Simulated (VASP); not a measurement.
# HgTe (F-43m) in VASP: single point with r2SCAN

Aim: the single point of HgTe with r2SCAN.

Everything below comes from runs of VASP 6.6.1. Logs are shortened: lines on timing, memory, paths and dates and some standing lists are left out, and cuts for length are marked.

### 1 The cell of the first run

Symmetry: F-43m, No. 216, cubic system. The conventional cell has a = 6.461 Å, b = 6.461 Å, c = 6.461 Å, α = 90.00°, β = 90.00°, γ = 90.00°. Within 3.7 Å of Hg (site symmetry -43m) lie 4 Te at 2.80 Å. Te (site symmetry -43m) has 4 Hg at 2.80 Å within 3.7 Å.

### 2 Single point, r2SCAN, non-collinear spin, zero start, spin-orbit coupling

POSCAR

```
HgTe
1.0
    0.0000000000      3.2305000000      3.2305000000
    3.2305000000      0.0000000000      3.2305000000
    3.2305000000      3.2305000000      0.0000000000
Hg Te
1 1
Direct
    0.0000000000      0.0000000000      0.0000000000
    0.2500000000      0.2500000000      0.2500000000
```

INCAR.step1

```
SYSTEM = HgTe
PREC = Accurate
ENCUT = 520
ISMEAR = 0
SIGMA = 0.01
LREAL = .False.
LASPH = .True.
NELM = 150
MAGMOM = 0 0 0 0 0 0
LSORBIT = .True.
GGA_COMPAT = .False.
NBANDS = 30
GGA = PE
ALGO = Normal
EDIFF = 1E-4
LWAVE = .True.
LCHARG = .False.
```

INCAR.step2

```
SYSTEM = HgTe
PREC = Accurate
ENCUT = 520
EDIFF = 1E-6
ISMEAR = 0
SIGMA = 0.01
LREAL = .False.
LASPH = .True.
NELM = 150
ALGO = Normal
ISIF = 2
LWAVE = .False.
LCHARG = .False.
MAGMOM = 0 0 0 0 0 0
LORBIT = 11
LSORBIT = .True.
GGA_COMPAT = .False.
LORBMOM = .True.
METAGGA = R2SCAN
LMIXTAU = .True.
NBANDS = 30
ISTART = 1
```

KPOINTS

```
regular mesh
0
Gamma
  8 8 8
  0 0 0
```

Potentials or basis: VASP PAW PBE potentials, release 64 (Hg, Te).

Started as:

```console
> cat potpaw_PBE.64/Hg/POTCAR potpaw_PBE.64/Te/POTCAR > POTCAR
> cp INCAR.step1 INCAR
> mpirun -np 1 vasp_ncl > vasp.out
> cp INCAR.step2 INCAR
> mpirun -np 1 vasp_ncl > vasp.out
```

OUTCAR:

```text
SYSTEM = HgTe
   PREC = Accurate
   ENCUT = 520
   EDIFF = 1E-6
   ISMEAR = 0
   LREAL = .False.
   LASPH = .True.
   NELM = 150
   ISIF = 2
   LORBIT = 11
   LSORBIT = .True.
   METAGGA = R2SCAN
   ISTART = 1

 ion  position               nearest neighbor table
   1  0.000  0.000  0.000-   2 2.80   2 2.80   2 2.80   2 2.80
   2  0.250  0.250  0.250-   1 2.80   1 2.80   1 2.80   1 2.80

  LATTYP: Found a face centered cubic cell.
 ALAT       =     6.4610000000

  Lattice vectors:

 A1 = (   0.0000000000,   3.2305000000,   3.2305000000)
 A2 = (   3.2305000000,   0.0000000000,   3.2305000000)
 A3 = (   3.2305000000,   3.2305000000,   0.0000000000)

Analysis of symmetry for initial positions (statically):
=====================================================================
 Subroutine PRICEL returns:
 Original cell was already a primitive cell.

 Routine SETGRP: Setting up the symmetry group for a
 face centered cubic supercell.

 Subroutine GETGRP returns: Found 24 space group operations
 (whereof 24 operations were pure point group operations)
 out of a pool of 48 trial point group operations.

The static configuration has the point symmetry T_d .

Analysis of symmetry for dynamics (positions and initial velocities):
=====================================================================
 Subroutine PRICEL returns:
 Original cell was already a primitive cell.

 Routine SETGRP: Setting up the symmetry group for a
 face centered cubic supercell.

 Subroutine GETGRP returns: Found 24 space group operations
 (whereof 24 operations were pure point group operations)
 out of a pool of 48 trial point group operations.

The dynamic configuration has the point symmetry T_d .

Analysis of structural, dynamic, and magnetic symmetry:
=====================================================================
 Subroutine PRICEL returns:
 Original cell was already a primitive cell.

 Routine SETGRP: Setting up the symmetry group for a
 face centered cubic supercell.

 Subroutine GETGRP returns: Found 24 space group operations
 (whereof 24 operations were pure point group operations)
 out of a pool of 48 trial point group operations.

The overall configuration has the point symmetry T_d .

 Subroutine INISYM returns: Found 24 space group operations
 (whereof 24 operations are pure point group operations),
 and found     1 'primitive' translations

----------------------------------------------------------------------------------------

                                     Primitive cell

  volume of cell :      67.4278

  direct lattice vectors                    reciprocal lattice vectors
     0.000000000  3.230500000  3.230500000    -0.154774803  0.154774803  0.154774803
     3.230500000  0.000000000  3.230500000     0.154774803 -0.154774803  0.154774803
     3.230500000  3.230500000  0.000000000     0.154774803  0.154774803 -0.154774803

  length of vectors
     4.568616913  4.568616913  4.568616913     0.268077822  0.268077822  0.268077822

  position of ions in fractional coordinates (direct lattice)
     0.000000000  0.000000000  0.000000000
     0.250000000  0.250000000  0.250000000

  ion indices of the primitive-cell ions
   primitive index   ion index
                 1           1
                 2           2

----------------------------------------------------------------------------------------

 KPOINTS: regular mesh

Automatic generation of k-mesh.
 Grid dimensions read from file:
 generate k-points for:    8    8    8

 Generating k-lattice:

  Cartesian coordinates                     Fractional coordinates (reciprocal lattice)
    -0.019346850  0.019346850  0.019346850     0.125000000  0.000000000  0.000000000
     0.019346850 -0.019346850  0.019346850     0.000000000  0.125000000  0.000000000
     0.019346850  0.019346850 -0.019346850     0.000000000  0.000000000  0.125000000

  Length of vectors
     0.033509728  0.033509728  0.033509728

  Shift w.r.t. Gamma in fractional coordinates (k-lattice)
     0.000000000  0.000000000  0.000000000

 Subroutine IBZKPT returns following result:
 ===========================================

 Found     43 irreducible k-points:

 Following reciprocal coordinates:
            Coordinates               Weight
  0.000000  0.000000  0.000000      1.000000
  0.125000  0.000000  0.000000      4.000000
 -0.125000  0.000000  0.000000      4.000000
  0.250000  0.000000  0.000000      4.000000
 -0.250000  0.000000  0.000000      4.000000
[... 47 lines left out ...]
   TEBEG  =    0.0;   TEEND  =   0.0 temperature during run
   PSTRESS=    0.0 pullay stress
   NELECT =      18.0000    total number of electrons
   NUPDOWN=      -1.0000    fix difference up-down
   EMIN   =  10.00;   EMAX   =-10.00  energy-range for DOS
   EFERMI =   0.00;   METHOD = LEGACY
   ISMEAR =     0;   SIGMA  =   0.01  broadening in eV -4-tet -1-fermi 0-gaus
   EFERMI_NEDOS =   21; number of points for ismear=-14 and -15
   IALGO  =     38    algorithm
   IMIX   =      4    mixing-type and parameters
     AMIX     =   0.40;   BMIX     =  1.00
     AMIX_MAG =   1.60;   BMIX_MAG =  1.00
  volume/ion in A,a.u.               =      33.71       227.51
  Fermi-wavevector in a.u.,A,eV,Ry     =   1.054110  1.991979 15.118084  1.111148
  Thomas-Fermi vector in A             =   2.189258
   LORBIT       =     11    0 simple, 1 ext, 2 COOP (PROOUT), +10 PAW based schemes
   METAGGA = R2SCAN    functional components
   LHFCALC =     F    Hartree Fock is set to
   AEXX    =    0.0000 exact exchange contribution
   IVDW    =     0    specifies the selected vdW correction
   LEPSILON=     F    determine dielectric tensor
   LRPA    =     F    only Hartree local field effects (RPA)
 Gauss-broadening in eV      SIGMA  =   0.01
  energy-cutoff  :      520.00
  volume of cell :       67.43
 maximum number of plane-waves:      3678
 NGX is ok and might be reduce to    36
   NGX = 17   NGY = 17   NGZ = 17

 number of electron      18.0000001 magnetization      -0.0000000     -0.0000000     -0.0000000

 number of electron      18.0000001 magnetization      -0.0000000      0.0000000     -0.0000000

 number of electron      18.0000001 magnetization       0.0000000     -0.0000000      0.0000000

 Free energy of the ion-electron system (eV)
  ---------------------------------------------------
  ext. energy  EPLUGINS =         0.00000000
  ---------------------------------------------------
  free energy    TOTEN  =       -75.51964820 eV

  energy without entropy =      -75.51962616  energy(sigma->0) =      -75.51963718

 E-fermi :   3.1292     XC(G=0):  -9.3253

 val. band max:        3.1292218522   @ k =   0.0000   0.0000   0.0000
 cond. band min:       3.1292218619   @ k =   0.0000   0.0000   0.0000
 fundamental gap:      0.0000000097
 Fermi energy:         3.1292218571

 k-point     1 :       0.0000    0.0000    0.0000
  band No.  band energies     occupation
      1      -9.5391      1.00000
      2      -9.5391      1.00000
      3      -5.5945      1.00000
      4      -5.5945      1.00000
      5      -5.5945      1.00000
      6      -5.5945      1.00000
[... 781 lines left out ...]
     29      13.6146      0.00000
     30      13.6807      0.00000

 [... further k-points ...]

------------------------ aborting loop because EDIFF is reached ----------------------------------------

  FORCE on cell =-STRESS in cart. coord.  units (eV):
  Direction    XX          YY          ZZ          XY          YZ          ZX
  --------------------------------------------------------------------------------------
  -------------------------------------------------------------------------------------
  Total        0.9179879      0.9179879      0.9179879      0.0000000     -0.0000000      0.0000000
  in kB       21.8126429     21.8126429     21.8126429      0.0000000     -0.0000000      0.0000000
  external PRESSURE =      21.8126429 kB  Pullay stress =       0.0000000 kB

 VOLUME and BASIS-vectors are now :
 -----------------------------------------------------------------------------
  energy-cutoff  :      520.00
  volume of cell :       67.43
      direct lattice vectors                 reciprocal lattice vectors
     0.000000000  3.230500000  3.230500000    -0.154774803  0.154774803  0.154774803
     3.230500000  0.000000000  3.230500000     0.154774803 -0.154774803  0.154774803
     3.230500000  3.230500000  0.000000000     0.154774803  0.154774803 -0.154774803

 POSITION                                       TOTAL-FORCE (eV/Angst)
 -----------------------------------------------------------------------------------
      0.00000      0.00000      0.00000        -0.000000     -0.000000     -0.000000
      1.61525      1.61525      1.61525         0.000000      0.000000      0.000000
 -----------------------------------------------------------------------------------
    total drift:                               -0.000000     -0.000000     -0.000000

  FREE ENERGIE OF THE ION-ELECTRON SYSTEM (eV)
  ---------------------------------------------------
  free  energy   TOTEN  =       -75.5196481997 eV

  energy  without entropy=      -75.5196261611  energy(sigma->0) =      -75.51963718

 orbital moment (x)

 # of ion     p       d       tot
 ----------------------------------------
  1        -0.000  -0.000  -0.000
  2        -0.000  -0.000  -0.000
 ----------------------------------------
           -0.000  -0.000  -0.000

 orbital moment (y)

 # of ion     p       d       tot
 ----------------------------------------
  1        -0.000  -0.000  -0.000
  2        -0.000   0.000  -0.000
 ----------------------------------------
           -0.000  -0.000  -0.000

 orbital moment (z)

 # of ion     p       d       tot
 ----------------------------------------
  1         0.000   0.000   0.000
  2         0.000   0.000   0.000
 ----------------------------------------
            0.000   0.000   0.000

 Spin-Orbit-Coupling matrix elements

 Ion:    1  E_soc:     -0.5785306
 l=   1
     0.0000000    -0.0306310    -0.0306310
    -0.0306310     0.0000000    -0.0306310
    -0.0306310    -0.0306310     0.0000000
 l=   2
     0.0000000    -0.0131789     0.0000000    -0.0131789    -0.0526119
    -0.0131789     0.0000000    -0.0394589    -0.0131789    -0.0131530
     0.0000000    -0.0394589     0.0000000    -0.0394589     0.0000000
    -0.0131789    -0.0131789    -0.0394589     0.0000000    -0.0131530
    -0.0526119    -0.0131530     0.0000000    -0.0131530     0.0000000
 l=   3
     0.0000000     0.0000000     0.0000000     0.0000000     0.0000000     0.0000000     0.0000000
     0.0000000     0.0000000     0.0000000     0.0000000     0.0000000     0.0000000     0.0000000
     0.0000000     0.0000000     0.0000000     0.0000000     0.0000000     0.0000000     0.0000000
     0.0000000     0.0000000     0.0000000     0.0000000     0.0000000     0.0000000     0.0000000
     0.0000000     0.0000000     0.0000000     0.0000000     0.0000000     0.0000000     0.0000000
     0.0000000     0.0000000     0.0000000     0.0000000     0.0000000     0.0000000     0.0000000
     0.0000000     0.0000000     0.0000000     0.0000000     0.0000000     0.0000000     0.0000000

 Ion:    2  E_soc:     -0.2008964
 l=   1
     0.0000000    -0.0333380    -0.0333380
    -0.0333380     0.0000000    -0.0333380
    -0.0333380    -0.0333380     0.0000000
 l=   2
     0.0000000    -0.0000567     0.0000000    -0.0000567    -0.0000880
    -0.0000567     0.0000000    -0.0000660    -0.0000567    -0.0000220
     0.0000000    -0.0000660     0.0000000    -0.0000660     0.0000000
    -0.0000567    -0.0000567    -0.0000660     0.0000000    -0.0000220
    -0.0000880    -0.0000220     0.0000000    -0.0000220     0.0000000
 l=   3
     0.0000000     0.0000000     0.0000000     0.0000000     0.0000000     0.0000000     0.0000000
     0.0000000     0.0000000     0.0000000     0.0000000     0.0000000     0.0000000     0.0000000
     0.0000000     0.0000000     0.0000000     0.0000000     0.0000000     0.0000000     0.0000000
     0.0000000     0.0000000     0.0000000     0.0000000     0.0000000     0.0000000     0.0000000
     0.0000000     0.0000000     0.0000000     0.0000000     0.0000000     0.0000000     0.0000000
     0.0000000     0.0000000     0.0000000     0.0000000     0.0000000     0.0000000     0.0000000
     0.0000000     0.0000000     0.0000000     0.0000000     0.0000000     0.0000000     0.0000000

 total charge

# of ion       s       p       d       tot
------------------------------------------
    1        0.737   0.435   9.357  10.529
    2        1.370   2.012   0.034   3.416
--------------------------------------------------
tot          2.107   2.447   9.392  13.946

 magnetization (x)

# of ion       s       p       d       tot
------------------------------------------
    1       -0.000  -0.000  -0.000  -0.000
    2       -0.000   0.000   0.000   0.000
--------------------------------------------------
tot         -0.000   0.000  -0.000  -0.000

 magnetization (y)

# of ion       s       p       d       tot
------------------------------------------
    1        0.000   0.000   0.000   0.000
    2       -0.000   0.000  -0.000  -0.000
--------------------------------------------------
tot          0.000   0.000  -0.000   0.000

 magnetization (z)

# of ion       s       p       d       tot
------------------------------------------
    1       -0.000   0.000   0.000   0.000
    2        0.000  -0.000  -0.000  -0.000
--------------------------------------------------
tot         -0.000  -0.000   0.000  -0.000
```

Wall time 15 min (1 thread of Intel Xeon Platinum 8259CL at 2.50GHz (Skylake/Cascade Lake), shared host); peak memory 0.52 GiB.

Results:

```yaml
Free_energy: -75.5196 eV
Pressure: 2.2 GPa
Net_moment: 0.00 μB per cell
Valence_electrons_inside_the_program's_atomic_spheres: Hg 10.53; Te 3.42
```

Moments on the atoms (μB; x, y, z):
```
Hg  0.00 0.00 0.00
Te  0.00 0.00 0.00
```

Caveat: the PAW data sets were made with another functional, which shifts forces and pressure a little.
